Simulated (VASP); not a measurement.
# KF (F-43m) in VASP: notebook

The runs below take KF through single point, relaxation of cell and atoms, with PBE.

All numbers are computed with VASP 6.6.1; they aren't measurements. Logs are shortened: lines on timing, memory, paths and dates and some standing lists are left out, and cuts for length are marked.

### 1 The cell of the first run

The structure is cubic, space group F-43m (No. 216). Conventional cell: a = 5.975 Å, b = 5.975 Å, c = 5.975 Å, α = 90.00°, β = 90.00°, γ = 90.00°. K (site symmetry -43m) has 4 F at 2.59 Å within 3.4 Å. F (site symmetry -43m) has 4 K at 2.59 Å within 3.4 Å.

The cell was built from a structure type or drawn by symmetry, and may not be a known phase.

### 2 Single point, PBE

File INCAR:

```
PREC     = Accurate       # precision mode
ENCUT    = 600            # plane-wave cutoff, eV
EDIFF    = 1E-6           # SCF threshold, eV
ISMEAR   = 0              # smearing method
SIGMA    = 0.1            # smearing width, eV
LREAL    = False          # projectors in reciprocal space
LASPH    = True           # aspherical terms in the spheres
NELM     = 120            # most SCF steps
ALGO     = Normal         # electronic algorithm
ISIF     = 2              # what is computed and relaxed
LWAVE    = False          # write WAVECAR
LCHARG   = False          # write CHGCAR
GGA      = PE             # functional
NBANDS   = 15             # bands
GGA_COMPAT= False
```

File KPOINTS:

```
regular mesh
0
Gamma
  6 6 6
```

File POSCAR:

```
KF
1.0
    0.0000000000      2.9874966000      2.9874966000
    2.9874966000      0.0000000000      2.9874966000
    2.9874966000      2.9874966000      0.0000000000
K F
1 1
Direct
    0.0000000000      0.0000000000      0.0000000000
    0.7500000000      0.7500000000      0.7500000000
```

Potentials or basis: VASP PAW PBE potentials, release 64 (K_sv, F).

On the command line:

```
$ cat potpaw_PBE.64/K_sv/POTCAR potpaw_PBE.64/F/POTCAR > POTCAR
$ mpirun -np 1 vasp_std > vasp.out
```

OUTCAR:

```text
PREC = Accurate
   ENCUT = 600
   EDIFF = 1E-6
   ISMEAR = 0
   LREAL = False
   LASPH = True
   NELM = 120
   ISIF = 2
   GGA = PE

 ion  position               nearest neighbor table
   1  0.000  0.000  0.000-   2 2.59   2 2.59   2 2.59   2 2.59
   2  0.750  0.750  0.750-   1 2.59   1 2.59   1 2.59   1 2.59

  LATTYP: Found a face centered cubic cell.
 ALAT       =     5.9749932000

  Lattice vectors:

 A1 = (   0.0000000000,   2.9874966000,   2.9874966000)
 A2 = (   2.9874966000,   0.0000000000,   2.9874966000)
 A3 = (   2.9874966000,   2.9874966000,   0.0000000000)

Analysis of symmetry for initial positions (statically):
=====================================================================
 Subroutine PRICEL returns:
 Original cell was already a primitive cell.

 Routine SETGRP: Setting up the symmetry group for a
 face centered cubic supercell.

 Subroutine GETGRP returns: Found 24 space group operations
 (whereof 24 operations were pure point group operations)
 out of a pool of 48 trial point group operations.

The static configuration has the point symmetry T_d .

Analysis of symmetry for dynamics (positions and initial velocities):
=====================================================================
 Subroutine PRICEL returns:
 Original cell was already a primitive cell.

 Routine SETGRP: Setting up the symmetry group for a
 face centered cubic supercell.

 Subroutine GETGRP returns: Found 24 space group operations
 (whereof 24 operations were pure point group operations)
 out of a pool of 48 trial point group operations.

The dynamic configuration has the point symmetry T_d .

 Subroutine INISYM returns: Found 24 space group operations
 (whereof 24 operations are pure point group operations),
 and found     1 'primitive' translations

----------------------------------------------------------------------------------------

                                     Primitive cell

  volume of cell :      53.3276

  direct lattice vectors                    reciprocal lattice vectors
     0.000000000  2.987496600  2.987496600    -0.167364207  0.167364207  0.167364207
     2.987496600  0.000000000  2.987496600     0.167364207 -0.167364207  0.167364207
     2.987496600  2.987496600  0.000000000     0.167364207  0.167364207 -0.167364207

  length of vectors
     4.224958209  4.224958209  4.224958209     0.289883310  0.289883310  0.289883310

  position of ions in fractional coordinates (direct lattice)
     0.000000000  0.000000000  0.000000000
     0.750000000  0.750000000  0.750000000

  ion indices of the primitive-cell ions
   primitive index   ion index
                 1           1
                 2           2

----------------------------------------------------------------------------------------

 KPOINTS: regular mesh

Automatic generation of k-mesh.
 Grid dimensions read from file:
 generate k-points for:    6    6    6

 Generating k-lattice:

  Cartesian coordinates                     Fractional coordinates (reciprocal lattice)
    -0.027894035  0.027894035  0.027894035     0.166666667  0.000000000  0.000000000
     0.027894035 -0.027894035  0.027894035     0.000000000  0.166666667  0.000000000
     0.027894035  0.027894035 -0.027894035     0.000000000  0.000000000  0.166666667

  Length of vectors
     0.048313885  0.048313885  0.048313885

  Shift w.r.t. Gamma in fractional coordinates (k-lattice)
     0.000000000  0.000000000  0.000000000

 Subroutine IBZKPT returns following result:
 ===========================================

 Found     16 irreducible k-points:

 Following reciprocal coordinates:
            Coordinates               Weight
  0.000000  0.000000  0.000000      1.000000
  0.166667  0.000000  0.000000      8.000000
  0.333333  0.000000  0.000000      8.000000
  0.500000  0.000000  0.000000      4.000000
  0.166667  0.166667  0.000000      6.000000
  0.333333  0.166667  0.000000     24.000000
[... 8 lines left out ...]
 -0.333333  0.333333  0.166667     24.000000
 -0.333333  0.500000  0.166667     12.000000
   k-points           NKPTS =     16   k-points in BZ     NKDIM =     16   number of bands    NBANDS=     15
   number of dos      NEDOS =    301   number of ions     NIONS =      2
   total plane-waves  NPLWV =  46656
   dimension x,y,z NGX =    36 NGY =   36 NGZ =   36
   dimension x,y,z NGXF=    72 NGYF=   72 NGZF=   72
   ions per type =               1   1
   NGX,Y,Z   is equivalent  to a cutoff of  14.17, 14.17, 14.17 a.u.
   NGXF,Y,Z  is equivalent  to a cutoff of  28.33, 28.33, 28.33 a.u.
 SYSTEM =  unknown system
   PREC   = accura    normal or accurate (medium, high low for compatibility)
   ISTART =      0    job   : 0-new  1-cont  2-samecut
   ICHARG =      2    charge: 1-file 2-atom 10-const
   ISPIN  =      1    spin polarized calculation?
   LNONCOLLINEAR =      F non collinear calculations
   LSORBIT =      F    spin-orbit coupling
   LASPH  =      T    aspherical Exc in radial PAW
   ENCUT  =  600.0 eV  44.10 Ry    6.64 a.u.   8.44  8.44  8.44*2*pi/ulx,y,z
   NELM   =    120;   NELMIN=  2; NELMDL= -5     # of ELM steps
   EDIFF  = 0.1E-05   stopping-criterion for ELM
   LREAL  =      F    real-space projection
   EDIFFG = 0.1E-04   stopping-criterion for IOM
   NSW    =      0    number of steps for IOM
   IBRION =     -1    ionic relax: 0-MD 1-quasi-New 2-CG
   NFREE  =      0    steps in history (QN), initial steepest desc. (CG)
   ISIF   =      2    stress and relaxation
   ISYM   =      2    0-nonsym 1-usesym 2-fastsym
   POTIM  = 0.5000    time-step for ionic-motion
   TEBEG  =    0.0;   TEEND  =   0.0 temperature during run
   PSTRESS=    0.0 pullay stress
   NELECT =      16.0000    total number of electrons
   NUPDOWN=      -1.0000    fix difference up-down
   EMIN   =  10.00;   EMAX   =-10.00  energy-range for DOS
   EFERMI =   0.00;   METHOD = LEGACY
   ISMEAR =     0;   SIGMA  =   0.10  broadening in eV -4-tet -1-fermi 0-gaus
   EFERMI_NEDOS =   21; number of points for ismear=-14 and -15
   IALGO  =     38    algorithm
   IMIX   =      4    mixing-type and parameters
     AMIX     =   0.40;   BMIX     =  1.00
     AMIX_MAG =   1.60;   BMIX_MAG =  1.00
  volume/ion in A,a.u.               =      26.66       179.94
  Fermi-wavevector in a.u.,A,eV,Ry     =   1.095967  2.071077 16.342546  1.201143
  Thomas-Fermi vector in A             =   2.232300
   LORBIT       =      0    0 simple, 1 ext, 2 COOP (PROOUT), +10 PAW based schemes
   GGA     = PE    functional components
   LHFCALC =     F    Hartree Fock is set to
   AEXX    =    0.0000 exact exchange contribution
   IVDW    =     0    specifies the selected vdW correction
   LEPSILON=     F    determine dielectric tensor
   LRPA    =     F    only Hartree local field effects (RPA)
 non-spin polarized calculation
 Gauss-broadening in eV      SIGMA  =   0.10
  energy-cutoff  :      600.00
  volume of cell :       53.33
 maximum number of plane-waves:      1807
 NGX is ok and might be reduce to    36
   NGX = 17   NGY = 17   NGZ = 17

 number of electron      16.0000000 magnetization

 Free energy of the ion-electron system (eV)
  ---------------------------------------------------
  ext. energy  EPLUGINS =         0.00000000
  ---------------------------------------------------
  free energy    TOTEN  =        -8.13118746 eV

  energy without entropy =       -8.13118746  energy(sigma->0) =       -8.13118746

 E-fermi :  -3.2087     XC(G=0):  -6.8199

 val. band max:       -3.7466757274   @ k =  -0.3333   0.5000   0.1667
 cond. band min:       1.2713883126   @ k =   0.0000   0.0000   0.0000
 fundamental gap:      5.0180640400
 Fermi energy:        -3.2086639968

 k-point     1 :       0.0000    0.0000    0.0000
  band No.  band energies     occupation
      1     -30.0941      2.00000
      2     -22.2431      2.00000
      3     -13.5118      2.00000
      4     -13.5118      2.00000
      5     -13.5118      2.00000
      6      -3.9171      2.00000
      7      -3.9171      2.00000
      8      -3.9171      2.00000
      9       1.2714      0.00000
     10       7.8059      0.00000
     11       7.8059      0.00000
     12       7.8938      0.00000
     13       7.8938      0.00000
     14       7.8938      0.00000
     15      12.6788      0.00000

 k-point     2 :       0.1667    0.0000    0.0000
  band No.  band energies     occupation
      1     -30.0863      2.00000
      2     -22.2587      2.00000
      3     -13.5352      2.00000
      4     -13.5219      2.00000
      5     -13.5219      2.00000
      6      -3.9631      2.00000
      7      -3.8971      2.00000
      8      -3.8971      2.00000
      9       1.7889      0.00000
     10       7.3795      0.00000
     11       7.3795      0.00000
     12       7.4320      0.00000
     13       8.3077      0.00000
     14       8.3077      0.00000
     15      11.1429      0.00000

 k-point     3 :       0.3333    0.0000    0.0000
  band No.  band energies     occupation
      1     -30.0706      2.00000
      2     -22.2898      2.00000
      3     -13.5842      2.00000
      4     -13.5418      2.00000
      5     -13.5418      2.00000
      6      -4.0023      2.00000
      7      -3.8590      2.00000
      8      -3.8590      2.00000
      9       3.0089      0.00000
     10       6.2828      0.00000
     11       7.0568      0.00000
     12       7.0568      0.00000
     13       8.7387      0.00000
     14       8.7387      0.00000
     15      10.0296      0.00000
[... 199 lines left out ...]
 k-point    15 :      -0.3333    0.3333    0.1667
  band No.  band energies     occupation
      1     -30.0549      2.00000
      2     -22.3204      2.00000
      3     -13.6718      2.00000
      4     -13.5930      2.00000
      5     -13.4888      2.00000
      6      -3.9752      2.00000
      7      -3.8926      2.00000
      8      -3.7745      2.00000
      9       4.2474      0.00000
     10       5.0452      0.00000
     11       7.0469      0.00000
     12       7.6827      0.00000
     13       8.8243      0.00000
     14       9.4838      0.00000
     15       9.9110      0.00000

 k-point    16 :      -0.3333    0.5000    0.1667
  band No.  band energies     occupation
      1     -30.0524      2.00000
      2     -22.3254      2.00000
      3     -13.6605      2.00000
      4     -13.6167      2.00000
      5     -13.4892      2.00000
      6      -4.0480      2.00000
      7      -3.8370      2.00000
      8      -3.7467      2.00000
      9       4.3857      0.00000
     10       4.6976      0.00000
     11       7.7146      0.00000
     12       8.0107      0.00000
     13       9.1008      0.00000
     14       9.4063      0.00000
     15       9.6257      0.00000

------------------------ aborting loop because EDIFF is reached ----------------------------------------

  FORCE on cell =-STRESS in cart. coord.  units (eV):
  Direction    XX          YY          ZZ          XY          YZ          ZX
  --------------------------------------------------------------------------------------
  -------------------------------------------------------------------------------------
  Total       -0.0904451     -0.0904451     -0.0904451      0.0000000      0.0000000      0.0000000
  in kB       -2.7173373     -2.7173373     -2.7173373      0.0000000      0.0000000      0.0000000
  external PRESSURE =      -2.7173373 kB  Pullay stress =       0.0000000 kB

 VOLUME and BASIS-vectors are now :
 -----------------------------------------------------------------------------
  energy-cutoff  :      600.00
  volume of cell :       53.33
      direct lattice vectors                 reciprocal lattice vectors
     0.000000000  2.987496600  2.987496600    -0.167364207  0.167364207  0.167364207
     2.987496600  0.000000000  2.987496600     0.167364207 -0.167364207  0.167364207
     2.987496600  2.987496600  0.000000000     0.167364207  0.167364207 -0.167364207

 POSITION                                       TOTAL-FORCE (eV/Angst)
 -----------------------------------------------------------------------------------
      0.00000      0.00000      0.00000        -0.000000     -0.000000     -0.000000
      4.48124      4.48124      4.48124         0.000000      0.000000      0.000000
 -----------------------------------------------------------------------------------
    total drift:                                0.000000      0.000000      0.000000

  FREE ENERGIE OF THE ION-ELECTRON SYSTEM (eV)
  ---------------------------------------------------
  free  energy   TOTEN  =        -8.1311874564 eV

  energy  without entropy=       -8.1311874564  energy(sigma->0) =       -8.13118746
```

Run time: 7.4 s. Hardware: 1 thread of Intel Xeon 6975P-C (Granite Rapids), shared host; peak memory 0.2 GiB.

Results:

* Free energy: -8.1312 eV
* Pressure: -0.3 GPa
* Band gap on the k mesh: 5.02 eV (least direct gap 5.19 eV)

### 3 Relaxation of cell and atoms, PBE

File INCAR:

```
SYSTEM = KF
ALGO     = Normal         ! electronic algorithm
EDIFF    = 1E-6           ! SCF threshold, eV
EDIFFG   = -0.01          ! ionic threshold
ENCUT    = 600            ! plane-wave cutoff, eV
GGA      = PE             ! functional
IBRION   = 2              ! ionic algorithm
ISIF     = 3              ! what is computed and relaxed
ISMEAR   = 0              ! smearing method
LASPH    = .True.         ! aspherical terms in the spheres
LCHARG   = .False.        ! write CHGCAR
LREAL    = .False.        ! projectors in reciprocal space
LWAVE    = .False.        ! write WAVECAR
NELM     = 80             ! most SCF steps
NSW      = 100            ! ionic steps
PREC     = Accurate       ! precision mode
SIGMA    = 0.02           ! smearing width, eV
```

File KPOINTS:

```
k-points
0
Gamma
  8 8 8
  0 0 0
```

POSCAR is that of step 2.

Potentials or basis: VASP PAW PBE potentials, release 64 (K_sv, F).

On the command line:

```
$ cat potpaw_PBE.64/K_sv/POTCAR potpaw_PBE.64/F/POTCAR > POTCAR
$ mpirun -np 1 vasp_std > vasp.out
```

Wall time 81 s (1 thread of Intel Xeon 8259CL, shared host); peak memory 0.22 GiB.

The run converged. Its results:

```
Free energy                           : -8.1317 eV
Relaxed volume                        : 26.33 Å³/atom
Relaxed cell                          : a = 4.207 Å, b = 4.207 Å, c = 4.207 Å, α = 60.00°, β = 60.00°, γ = 60.00°
Space group after relaxing (to 0.1 Å) : F-43m (No. 216)
Energy gained by relaxing             : 0.3 meV/atom
Ionic steps                           : 4
Pressure after relaxing               : 0.0 GPa
Band gap on the k mesh                : 5.05 eV (least direct gap 5.23 eV)
```

The path:
| step | energy change (eV) | largest force (eV/Å) | pressure (GPa) | volume (Å³) |
| --- | --- | --- | --- | --- |
| 1 | 0.0000 | 0.0000 | -0.25 | 53.33 |
| 2 | -0.0004 | 0.0000 | -0.13 | 53.00 |
| 3 | -0.0005 | 0.0000 | 0.06 | 52.50 |
| 4 | -0.0005 | 0.0000 | 0.03 | 52.66 |

Final structure:
```cif
data_structure
_symmetry_space_group_name_H-M 'P 1'
_symmetry_Int_Tables_number 1
_cell_length_a 4.2074
_cell_length_b 4.2074
_cell_length_c 4.2074
_cell_angle_alpha 60.000
_cell_angle_beta 60.000
_cell_angle_gamma 60.000
_cell_volume 52.66
loop_
_atom_site_label
_atom_site_type_symbol
_atom_site_fract_x
_atom_site_fract_y
_atom_site_fract_z
_atom_site_occupancy
K1 K 0.00000 0.00000 0.00000 1
F1 F 0.75000 0.75000 0.75000 1
```

Levels at points of the mesh, in eV from the valence-band top:
```csv
k point,band 5,band 6,band 7,band 8,band 9,band 10,band 11,band 12
"(0.00, 0.00, 0.00)",-9.73,-0.18,-0.18,-0.18,5.05,11.60,11.63,11.70
"(0.50, 0.00, 0.00)",-9.77,-0.26,-0.10,-0.10,7.86,9.00,10.75,10.75
"(0.50, 0.50, 0.00)",-9.75,-0.41,0.00,0.00,8.15,8.28,12.00,12.74
```

### 4 Single point, PBE

File INCAR:

```
SYSTEM = KF
  ALGO = Normal
  EDIFF = 1E-6
  ENCUT = 520
  GGA = PE
  ISIF = 2
  ISMEAR = 0
  LASPH = .True.
  LCHARG = .False.
  LREAL = .False.
  LWAVE = .False.
  NBANDS = 15
  NELM = 100
  PREC = Accurate
  SIGMA = 0.15
```

File KPOINTS:

```
k-points
0
Gamma
  4 4 4
  0 0 0
```

POSCAR: that of step 3 with these lines changed.

```diff
@@ -9,2 +9,2 @@
     0.0000000000      0.0000000000      0.0000000000
-    0.7500000000      0.7500000000      0.7500000000
+    0.2500000000      0.2500000000      0.2500000000
```

On the command line:

```
$ cat potpaw_PBE.64/K_sv/POTCAR potpaw_PBE.64/F/POTCAR > POTCAR
$ mpirun -np 1 vasp_std > vasp.out
```

Wall time 13 s (1 thread of Intel Xeon 8259CL, shared host); peak memory 0.17 GiB.

It converged, with:

```yaml
Free_energy: -8.1295 eV
Pressure: -0.2 GPa
Band_gap_on_the_k_mesh: 5.02 eV (least direct gap 5.19 eV)
```

Levels at points of the mesh, in eV from the valence-band top:
| k point | band 4 | band 5 | band 6 | band 7 | band 8 | band 9 | band 10 | band 11 | band 12 | band 13 |
| --- | --- | --- | --- | --- | --- | --- | --- | --- | --- | --- |
| (0.00, 0.00, 0.00) | -9.77 | -9.77 | -0.17 | -0.17 | -0.17 | 5.02 | 11.55 | 11.55 | 11.64 | 11.64 |
| (0.50, 0.00, 0.00) | -9.81 | -9.81 | -0.25 | -0.09 | -0.09 | 7.82 | 8.94 | 10.70 | 10.70 | 12.72 |
| (0.50, 0.50, 0.00) | -9.87 | -9.79 | -0.40 | 0.00 | 0.00 | 8.11 | 8.25 | 11.91 | 12.65 | 12.71 |

Caveat: the k points lie up to 0.46 Å⁻¹ apart.

### 5 Overview

| task | cell | k mesh | cutoff (eV) | smearing | gap on the mesh (eV) | pressure (GPa) |
| --- | --- | --- | --- | --- | --- | --- |
| single point | a = 4.225 Å, angles 60.0°, 2 atoms | 6 × 6 × 6 | 600 | gaussian 0.1 eV | 5.02 | -0.3 |
| relaxation of cell and atoms | relaxed from a = 4.225 Å, angles 60.0°, 2 atoms | 8 × 8 × 8 | 600 | gaussian 0.02 eV | 5.05 | 0.0 |
| single point | a = 4.225 Å, angles 60.0°, 2 atoms | 4 × 4 × 4 | 520 | gaussian 0.15 eV | 5.02 | -0.2 |

Alike in all rows: level PBE; potentials or basis VASP PAW PBE potentials, release 64 (K_sv, F); no spin polarisation.

Caveats: some runs use coarse meshes.

Absolute energies hang on the potentials; compare differences alone.
